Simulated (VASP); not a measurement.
Write the native input for VASP 6.6.1 that does the following.

| Quantity | Value |
| --- | --- |
| Task | relaxation of cell and atoms |
| Functional | PBE |
| Potentials or basis | VASP PAW PBE potentials, release 64 (Pb_d, O) |
| Cutoff | 600 eV |
| k mesh | 3 × 3 × 4 |
| Occupations | gaussian, width 0.1 eV |
| Spin | no spin polarisation |
| Dipole correction | no |
| Further INCAR settings | ALGO = Normal; EDIFF = 1e-07; IBRION = 2; EDIFFG = -0.04; NSW = 90; ISIF = 3 |

The structure of Pb3O2 lies in POSCAR:

```
Pb3O2
1.0
    5.8363275367      0.0000000000      0.0000000000
   -2.9181637683      5.0544079116      0.0000000000
    0.0000000000      0.0000000000      4.0589619856
Pb O
3 2
Direct
    0.5000000000      0.0000000000      0.6666666667
    0.0000000000      0.5000000000      0.6666666667
    0.5000000000      0.5000000000      0.6666666667
    0.6666666667      0.3333333333      0.6117990876
    0.3333333333      0.6666666667      0.6117990876
```

The input as run:

INCAR

```
SYSTEM = Pb3O2
ALGO = Normal
EDIFF = 1E-7
EDIFFG = -0.04
ENCUT = 600
GGA = PE
IBRION = 2
ISIF = 3
ISMEAR = 0
LASPH = .True.
LCHARG = .False.
LREAL = .False.
LWAVE = .False.
NELM = 100
NSW = 90
PREC = Accurate
SIGMA = 0.1
```

KPOINTS

```
k-points
0
Gamma
  3 3 4
  0 0 0
```

Potentials or basis: VASP PAW PBE potentials, release 64 (Pb_d, O).

The run is started by

```sh
$ cat potpaw_PBE.64/Pb_d/POTCAR potpaw_PBE.64/O/POTCAR > POTCAR
$ mpirun -np 1 vasp_std > vasp.out
```

Results of the run:

| Quantity | Value |
| --- | --- |
| Relaxed volume | 27.50 Å³/atom |
| Relaxed cell | a = 6.706 Å, b = 6.706 Å, c = 3.531 Å, α = 90.00°, β = 90.00°, γ = 120.00° |
| Space group after relaxing (to 0.05 Å) | P6mm (No. 183) |
| Energy gained by relaxing | 5770.4 meV/atom |
| Ionic steps | 22 |
| Pressure after relaxing | 0.1 GPa |
| Largest force after relaxing | 0.032 eV/Å |
| Band gap on the k mesh | zero (band 27 reaches 4.68 eV, above the bottom of band 28 at 3.85 eV) |

Caveat: the k points lie up to 0.44 Å⁻¹ apart in the final cell; spin-orbit coupling is left out, which moves the levels of the heavy elements.

Wall time 9.4 min on 1 thread of Intel(R) Xeon(R) 6975P-C (Granite Rapids), on a shared host, peak memory 0.28 GiB.
